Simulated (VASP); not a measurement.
# Ga (Fm-3m) in VASP: a series of runs

Ga is run at these levels: PBE; tasks: single point, relaxation of cell and atoms.

Everything below comes from runs of VASP 6.6.1. Logs are shortened: lines on timing, memory, paths and dates and some standing lists are left out, and cuts for length are marked.

**1. The cell of the first run**

Symmetry: Fm-3m, No. 225, cubic system. The conventional cell has a = 4.234 Å, b = 4.234 Å, c = 4.234 Å, α = 90.00°, β = 90.00°, γ = 90.00°. Ga (site symmetry m-3m) has 12 Ga at 2.99 Å within 3.9 Å.

**2. Single point, PBE**

The input, INCAR:

```
PREC = Accurate
ENCUT = 520
EDIFF = 1E-7
ISMEAR = -1
SIGMA = 0.1
LREAL = False
LASPH = True
NELM = 60
ALGO = Normal
ISIF = 2
LWAVE = False
LCHARG = True
GGA = PE
LELF = True
LVHAR = True
NBANDS = 12
```

The input, KPOINTS:

```
Automatic mesh
0
Gamma
  7 7 7
```

The input, POSCAR:

```
Ga
1.0
    0.0000000000      2.1170716826      2.1170716826
    2.1170716826      0.0000000000      2.1170716826
    2.1170716826      2.1170716826      0.0000000000
Ga
1
Direct
    0.0000000000      0.0000000000      0.0000000000
```

Potentials or basis: VASP PAW PBE potentials, release 64 (Ga_d).

Run with:

```console
> cat potpaw_PBE.64/Ga_d/POTCAR > POTCAR
> mpirun -np 1 vasp_std > vasp.out
```

OUTCAR:

```text
PREC = Accurate
   ENCUT = 520
   EDIFF = 1E-7
   ISMEAR = -1
   LREAL = False
   LASPH = True
   NELM = 60
   ISIF = 2
   GGA = PE

 ion  position               nearest neighbor table
   1  0.000  0.000  0.000-

  LATTYP: Found a face centered cubic cell.
 ALAT       =     4.2341433652

  Lattice vectors:

 A1 = (   0.0000000000,   2.1170716826,   2.1170716826)
 A2 = (   2.1170716826,   0.0000000000,   2.1170716826)
 A3 = (   2.1170716826,   2.1170716826,   0.0000000000)

Analysis of symmetry for initial positions (statically):
=====================================================================
 Subroutine PRICEL returns:
 Original cell was already a primitive cell.

 Routine SETGRP: Setting up the symmetry group for a
 face centered cubic supercell.

 Subroutine GETGRP returns: Found 48 space group operations
 (whereof 48 operations were pure point group operations)
 out of a pool of 48 trial point group operations.

The static configuration has the point symmetry O_h .

Analysis of symmetry for dynamics (positions and initial velocities):
=====================================================================
 Subroutine PRICEL returns:
 Original cell was already a primitive cell.

 Routine SETGRP: Setting up the symmetry group for a
 face centered cubic supercell.

 Subroutine GETGRP returns: Found 48 space group operations
 (whereof 48 operations were pure point group operations)
 out of a pool of 48 trial point group operations.

The dynamic configuration has the point symmetry O_h .

 Subroutine INISYM returns: Found 48 space group operations
 (whereof 48 operations are pure point group operations),
 and found     1 'primitive' translations

----------------------------------------------------------------------------------------

                                     Primitive cell

  volume of cell :      18.9774

  direct lattice vectors                    reciprocal lattice vectors
     0.000000000  2.117071683  2.117071683    -0.236175281  0.236175281  0.236175281
     2.117071683  0.000000000  2.117071683     0.236175281 -0.236175281  0.236175281
     2.117071683  2.117071683  0.000000000     0.236175281  0.236175281 -0.236175281

  length of vectors
     2.993991486  2.993991486  2.993991486     0.409067587  0.409067587  0.409067587

  position of ions in fractional coordinates (direct lattice)
     0.000000000  0.000000000  0.000000000

  ion indices of the primitive-cell ions
   primitive index   ion index
                 1           1

----------------------------------------------------------------------------------------

 KPOINTS: Automatic mesh

Automatic generation of k-mesh.
 Grid dimensions read from file:
 generate k-points for:    7    7    7

 Generating k-lattice:

  Cartesian coordinates                     Fractional coordinates (reciprocal lattice)
    -0.033739326  0.033739326  0.033739326     0.142857143  0.000000000  0.000000000
     0.033739326 -0.033739326  0.033739326     0.000000000  0.142857143  0.000000000
     0.033739326  0.033739326 -0.033739326     0.000000000  0.000000000  0.142857143

  Length of vectors
     0.058438227  0.058438227  0.058438227

  Shift w.r.t. Gamma in fractional coordinates (k-lattice)
     0.000000000  0.000000000  0.000000000

 Subroutine IBZKPT returns following result:
 ===========================================

 Found     20 irreducible k-points:

 Following reciprocal coordinates:
            Coordinates               Weight
  0.000000  0.000000  0.000000      1.000000
  0.142857  0.000000  0.000000      8.000000
  0.285714  0.000000  0.000000      8.000000
  0.428571  0.000000  0.000000      8.000000
  0.142857  0.142857  0.000000      6.000000
  0.285714  0.142857  0.000000     24.000000
[... 12 lines left out ...]
 -0.428571  0.428571  0.142857     24.000000
 -0.285714  0.428571  0.142857     24.000000
   k-points           NKPTS =     20   k-points in BZ     NKDIM =     20   number of bands    NBANDS=     12
   number of dos      NEDOS =    301   number of ions     NIONS =      1
   total plane-waves  NPLWV =  13824
   dimension x,y,z NGX =    24 NGY =   24 NGZ =   24
   dimension x,y,z NGXF=    48 NGYF=   48 NGZF=   48
   ions per type =               1
   NGX,Y,Z   is equivalent  to a cutoff of  13.33, 13.33, 13.33 a.u.
   NGXF,Y,Z  is equivalent  to a cutoff of  26.65, 26.65, 26.65 a.u.
 SYSTEM =  unknown system
   PREC   = accura    normal or accurate (medium, high low for compatibility)
   ISTART =      0    job   : 0-new  1-cont  2-samecut
   ICHARG =      2    charge: 1-file 2-atom 10-const
   ISPIN  =      1    spin polarized calculation?
   LNONCOLLINEAR =      F non collinear calculations
   LSORBIT =      F    spin-orbit coupling
   LASPH  =      T    aspherical Exc in radial PAW
   ENCUT  =  520.0 eV  38.22 Ry    6.18 a.u.   5.57  5.57  5.57*2*pi/ulx,y,z
   NELM   =     60;   NELMIN=  2; NELMDL= -5     # of ELM steps
   EDIFF  = 0.1E-06   stopping-criterion for ELM
   LREAL  =      F    real-space projection
   EDIFFG = 0.1E-05   stopping-criterion for IOM
   NSW    =      0    number of steps for IOM
   IBRION =     -1    ionic relax: 0-MD 1-quasi-New 2-CG
   NFREE  =      0    steps in history (QN), initial steepest desc. (CG)
   ISIF   =      2    stress and relaxation
   ISYM   =      2    0-nonsym 1-usesym 2-fastsym
   POTIM  = 0.5000    time-step for ionic-motion
   TEBEG  =    0.0;   TEEND  =   0.0 temperature during run
   PSTRESS=    0.0 pullay stress
   NELECT =      13.0000    total number of electrons
   NUPDOWN=      -1.0000    fix difference up-down
   EMIN   =  10.00;   EMAX   =-10.00  energy-range for DOS
   EFERMI =   0.00;   METHOD = LEGACY
   ISMEAR =    -1;   SIGMA  =   0.10  broadening in eV -4-tet -1-fermi 0-gaus
   EFERMI_NEDOS =   21; number of points for ismear=-14 and -15
   IALGO  =     38    algorithm
   IMIX   =      4    mixing-type and parameters
     AMIX     =   0.40;   BMIX     =  1.00
     AMIX_MAG =   1.60;   BMIX_MAG =  1.00
  volume/ion in A,a.u.               =      18.98       128.07
  Fermi-wavevector in a.u.,A,eV,Ry     =   1.443146  2.727151 28.336466  2.082671
  Thomas-Fermi vector in A             =   2.561587
   LORBIT       =      0    0 simple, 1 ext, 2 COOP (PROOUT), +10 PAW based schemes
   GGA     = PE    functional components
   LHFCALC =     F    Hartree Fock is set to
   AEXX    =    0.0000 exact exchange contribution
   IVDW    =     0    specifies the selected vdW correction
   LEPSILON=     F    determine dielectric tensor
   LRPA    =     F    only Hartree local field effects (RPA)
 non-spin polarized calculation
  energy-cutoff  :      520.00
  volume of cell :       18.98
 maximum number of plane-waves:       531
 NGX is ok and might be reduce to    24
   NGX = 11   NGY = 11   NGZ = 11

 number of electron      13.0000010 magnetization

 Free energy of the ion-electron system (eV)
  ---------------------------------------------------
  ext. energy  EPLUGINS =         0.00000000
  ---------------------------------------------------
  free energy    TOTEN  =        -2.89639639 eV

  energy without entropy =       -2.88288503  energy(sigma->0) =       -2.88964071

 E-fermi :   5.3181     XC(G=0): -10.9976

 val. band max:        4.9982945257   @ k =   0.4286   0.1429   0.0000
 cond. band min:       5.3790740019   @ k =  -0.2857   0.4286   0.1429
 fundamental gap:      0.3807794763
 Fermi energy:         5.3181112709

 k-point     1 :       0.0000    0.0000    0.0000
  band No.  band energies     occupation
      1      -9.4197      2.00000
      2      -9.4197      2.00000
      3      -9.4197      2.00000
      4      -9.3017      2.00000
      5      -9.3017      2.00000
      6      -5.5018      2.00000
      7      17.6508      0.00000
      8      17.6508      0.00000
      9      17.6508      0.00000
     10      21.3005      0.00000
     11      21.5237      0.00000
     12      21.5237      0.00000

 k-point     2 :       0.1429    0.0000    0.0000
  band No.  band energies     occupation
      1      -9.4276      2.00000
      2      -9.4001      2.00000
      3      -9.4001      2.00000
      4      -9.3018      2.00000
      5      -9.3018      2.00000
      6      -4.9778      2.00000
      7      13.2863      0.00000
      8      16.8241      0.00000
      9      16.8241      0.00000
     10      19.9048      0.00000
     11      22.9021      0.00000
     12      22.9021      0.00000

 k-point     3 :       0.2857    0.0000    0.0000
  band No.  band energies     occupation
      1      -9.4566      2.00000
      2      -9.3947      2.00000
      3      -9.3947      2.00000
      4      -9.2626      2.00000
      5      -9.2626      2.00000
      6      -3.3867      2.00000
      7       7.7748      0.00000
      8      15.8314      0.00000
      9      15.8314      0.00000
     10      19.5625      0.00000
     11      21.6324      0.00000
     12      21.6324      0.00000

 k-point     4 :       0.4286    0.0000    0.0000
  band No.  band energies     occupation
      1      -9.4875      2.00000
      2      -9.4121      2.00000
      3      -9.4121      2.00000
      4      -9.2084      2.00000
      5      -9.2084      2.00000
      6      -0.7502      2.00000
      7       3.1136      2.00000
      8      15.3586      0.00000
      9      15.3586      0.00000
     10      19.8249      0.00000
     11      20.1702      0.00000
     12      20.1702      0.00000

 k-point     5 :       0.1429    0.1429    0.0000
  band No.  band energies     occupation
      1      -9.4497      2.00000
      2      -9.3764      2.00000
      3      -9.3764      2.00000
      4      -9.3347      2.00000
      5      -9.2840      2.00000
      6      -4.8034      2.00000
      7      14.9286      0.00000
      8      14.9286      0.00000
      9      15.6988      0.00000
     10      17.6525      0.00000
     11      20.6561      0.00000
     12      25.3600      0.00000
[... 168 lines left out ...]
      1      -9.4690      2.00000
      2      -9.4084      2.00000
      3      -9.3414      2.00000
      4      -9.2773      2.00000
      5      -9.2349      2.00000
      6      -1.9796      2.00000
      7       8.8312      0.00000
      8       9.1991      0.00000
      9      12.8215      0.00000
     10      18.9666      0.00000
     11      19.3661      0.00000
     12      23.5357      0.00000

 k-point    18 :      -0.4286    0.2857    0.1429
  band No.  band energies     occupation
      1      -9.4460      2.00000
      2      -9.4264      2.00000
      3      -9.3333      2.00000
      4      -9.2845      2.00000
      5      -9.2118      2.00000
      6       0.6127      2.00000
      7       4.4916      1.99949
      8       8.9845      0.00000
      9      10.8746      0.00000
     10      18.8723      0.00000
     11      21.3403      0.00000
     12      24.4000      0.00000

 k-point    19 :      -0.4286    0.4286    0.1429
  band No.  band energies     occupation
      1      -9.5071      2.00000
      2      -9.4731      2.00000
      3      -9.2833      2.00000
      4      -9.2303      2.00000
      5      -9.1877      2.00000
      6       1.4891      2.00000
      7       5.9438      0.00383
      8       7.7510      0.00000
      9       8.4342      0.00000
     10      17.9352      0.00000
     11      18.1011      0.00000
     12      26.5329      0.00000

 k-point    20 :      -0.2857    0.4286    0.1429
  band No.  band energies     occupation
      1      -9.4679      2.00000
      2      -9.4049      2.00000
      3      -9.3477      2.00000
      4      -9.2738      2.00000
      5      -9.1888      2.00000
      6       3.1743      2.00000
      7       4.9023      1.96921
      8       5.3791      0.70429
      9       8.8971      0.00000
     10      18.6922      0.00000
     11      23.1093      0.00000
     12      24.6983      0.00000

------------------------ aborting loop because EDIFF is reached ----------------------------------------

  FORCE on cell =-STRESS in cart. coord.  units (eV):
  Direction    XX          YY          ZZ          XY          YZ          ZX
  --------------------------------------------------------------------------------------
  -------------------------------------------------------------------------------------
  Total       -0.1630529     -0.1630529     -0.1630529      0.0000000     -0.0000000      0.0000000
  in kB      -13.7658324    -13.7658324    -13.7658324      0.0000000     -0.0000000      0.0000000
  external PRESSURE =     -13.7658324 kB  Pullay stress =       0.0000000 kB

 VOLUME and BASIS-vectors are now :
 -----------------------------------------------------------------------------
  energy-cutoff  :      520.00
  volume of cell :       18.98
      direct lattice vectors                 reciprocal lattice vectors
     0.000000000  2.117071683  2.117071683    -0.236175281  0.236175281  0.236175281
     2.117071683  0.000000000  2.117071683     0.236175281 -0.236175281  0.236175281
     2.117071683  2.117071683  0.000000000     0.236175281  0.236175281 -0.236175281

 POSITION                                       TOTAL-FORCE (eV/Angst)
 -----------------------------------------------------------------------------------
      0.00000      0.00000      0.00000         0.000000      0.000000     -0.000000
 -----------------------------------------------------------------------------------
    total drift:                               -0.000000      0.000000      0.000000

  FREE ENERGIE OF THE ION-ELECTRON SYSTEM (eV)
  ---------------------------------------------------
  free  energy   TOTEN  =        -2.8963963850 eV

  energy  without entropy=       -2.8828850262  energy(sigma->0) =       -2.88964071
```

It took 3.5 s on 1 thread of Intel Xeon 6975P-C (Granite Rapids), shared host; peak memory 0.12 GiB.

Results:

| Property | Result |
| --- | --- |
| Free energy | -2.8964 eV |
| Pressure | -1.4 GPa |

Levels at points of the mesh, in eV from the Fermi level:
| k point | band 3 | band 4 | band 5 | band 6 | band 7 | band 8 | band 9 | band 10 |
| --- | --- | --- | --- | --- | --- | --- | --- | --- |
| (0.00, 0.00, 0.00) | -14.74 | -14.62 | -14.62 | -10.82 | 12.33 | 12.33 | 12.33 | 15.98 |

Caveat: the k points lie up to 0.37 Å⁻¹ apart.

**3. Single point, PBE**

The input, INCAR:

```
SYSTEM = Ga
PREC     = Accurate       ! precision mode
ENCUT    = 520            ! plane-wave cutoff, eV
EDIFF    = 1E-7           ! SCF threshold, eV
ISMEAR   = -1             ! smearing method
SIGMA    = 0.1            ! smearing width, eV
LREAL    = .FALSE.        ! projectors in reciprocal space
LASPH    = .TRUE.         ! aspherical terms in the spheres
NELM     = 80             ! most SCF steps
ALGO     = Normal         ! electronic algorithm
ISIF     = 2              ! what is computed and relaxed
LWAVE    = .FALSE.        ! write WAVECAR
LCHARG   = .FALSE.        ! write CHGCAR
GGA      = PE             ! functional
NBANDS   = 12             ! bands
```

The input, KPOINTS:

```
regular mesh
0
G
  13 13 13
  0 0 0
```

The input, POSCAR:

```
Ga
1.0
    0.0000000000      2.1170716256      2.1170716256
    2.1170716256      0.0000000000      2.1170716256
    2.1170716256      2.1170716256      0.0000000000
Ga
1
Direct
    0.0000000000      0.0000000000      0.0000000000
```

Potentials or basis: VASP PAW PBE potentials, release 64 (Ga_d).

Run with:

```console
> cat potpaw_PBE.64/Ga_d/POTCAR > POTCAR
> mpirun -np 1 vasp_std > vasp.out
```

Wall time 5.7 s (1 thread of Intel Xeon 6975P-C (Granite Rapids), shared host); peak memory 0.14 GiB.

Results (log left out):

- Free energy: -2.8928 eV
- Pressure: 0.1 GPa

Levels at points of the mesh, in eV from the Fermi level:
| k point | band 4 | band 5 | band 6 | band 7 | band 8 | band 9 |
| --- | --- | --- | --- | --- | --- | --- |
| (0.00, 0.00, 0.00) | -14.83 | -14.83 | -11.05 | 12.10 | 12.10 | 12.10 |

**4. Single point, PBE (volume scaled by 0.88)**

The input, INCAR:

```
SYSTEM = Ga
ALGO     = Normal         ! electronic algorithm
EDIFF    = 1E-6           ! SCF threshold, eV
ENCUT    = 520            ! plane-wave cutoff, eV
GGA      = PE             ! functional
ISIF     = 2              ! what is computed and relaxed
ISMEAR   = -1             ! smearing method
LASPH    = .True.         ! aspherical terms in the spheres
LCHARG   = .False.        ! write CHGCAR
LREAL    = .False.        ! projectors in reciprocal space
LWAVE    = .False.        ! write WAVECAR
NBANDS   = 12             ! bands
NELM     = 60             ! most SCF steps
PREC     = Accurate       ! precision mode
SIGMA    = 0.1            ! smearing width, eV
```

The input, KPOINTS:

```
k-points
0
Gamma
  21 21 21
  0 0 0
```

The input, POSCAR:

```
Ga
1.0
    0.0000000000      2.0287558051      2.0287558051
    2.0287558051      0.0000000000      2.0287558051
    2.0287558051      2.0287558051      0.0000000000
Ga
1
Direct
    0.0000000000      0.0000000000      0.0000000000
```

Run with:

```console
> cat potpaw_PBE.64/Ga_d/POTCAR > POTCAR
> mpirun -np 1 vasp_std > vasp.out
```

It took 13 s on 1 thread of Intel Xeon 6975P-C (Granite Rapids), shared host; peak memory 0.18 GiB.

Results (log left out):

| Quantity | Value |
| --- | --- |
| Free energy | -2.8420 eV |
| Pressure | 8.3 GPa |

Levels at points of the mesh, in eV from the Fermi level:
```tsv
k point	band 3	band 4	band 5	band 6	band 7	band 8	band 9	band 10
(0.00, 0.00, 0.00)	-15.10	-14.93	-14.93	-12.09	13.57	13.57	13.57	16.44
```

Caveat: the cell differs from its parent crystal (volume scaled by 0.88).

**5. Relaxation of cell and atoms, PBE**

This run uses another cell than the first one, of 19.59 Å³/atom, 1.033 times its volume.

The input, INCAR:

```
SYSTEM = Ga
PREC = Accurate
ENCUT = 600
EDIFF = 1E-7
ISMEAR = -1
SIGMA = 0.1
LREAL = .False.
LASPH = .True.
NELM = 60
ALGO = Normal
ISIF = 3
LWAVE = .False.
LCHARG = .False.
GGA = PE
IBRION = 2
NSW = 80
EDIFFG = -0.01
```

The input, KPOINTS:

```
Automatic mesh
0
Gamma
  13 13 13
  0 0 0
```

The input, POSCAR:

```
Ga
1.0
    0.0000000000      2.1397919757      2.1397919757
    2.1397919757      0.0000000000      2.1397919757
    2.1397919757      2.1397919757      0.0000000000
Ga
1
Direct
    0.0000000000      0.0000000000      0.0000000000
```

Run with:

```console
> cat potpaw_PBE.64/Ga_d/POTCAR > POTCAR
> mpirun -np 1 vasp_std > vasp.out
```

Run time: 15 s. Hardware: 1 thread of Intel Xeon 6975P-C (Granite Rapids), shared host; peak memory 0.15 GiB.

Results (log left out):

| Item | Value |
| --- | --- |
| Free energy | -2.8929 eV |
| Relaxed volume | 19.00 Å³/atom |
| Relaxed cell | a = 2.995 Å, b = 2.995 Å, c = 2.995 Å, α = 60.00°, β = 60.00°, γ = 60.00° |
| Space group after relaxing (to 0.05 Å) | Fm-3m (No. 225) |
| Energy gained by relaxing | 2.8 meV/atom |
| Ionic steps | 5 |
| Pressure after relaxing | 0.0 GPa |

Step by step:
```
step  energy change (eV)  largest force (eV/Å)  pressure (GPa)  volume (Å³)
   1              0.0000                0.0000           -1.43        19.59
   2             -0.0027                0.0000           -0.31        19.10
   3             -0.0028                0.0000            0.20        18.97
   4             -0.0028                0.0000           -0.13        19.02
   5             -0.0028                0.0000            0.00        19.00
```

Final structure:
```cif
data_structure
_symmetry_space_group_name_H-M 'P 1'
_symmetry_Int_Tables_number 1
_cell_length_a 2.9954
_cell_length_b 2.9954
_cell_length_c 2.9954
_cell_angle_alpha 60.000
_cell_angle_beta 60.000
_cell_angle_gamma 60.000
_cell_volume 19.00
loop_
_atom_site_label
_atom_site_type_symbol
_atom_site_fract_x
_atom_site_fract_y
_atom_site_fract_z
_atom_site_occupancy
Ga1 Ga 0.00000 0.00000 0.00000 1
```

Levels at points of the mesh, in eV from the Fermi level:
```
           k point  band 2  band 3  band 4  band 5  band 6  band 7  band 8  band 9  band 10
(0.00, 0.00, 0.00)  -14.94  -14.94  -14.83  -14.83  -11.04   12.09   12.09   12.09    15.74
```

(Continued in part 2 of 2.)
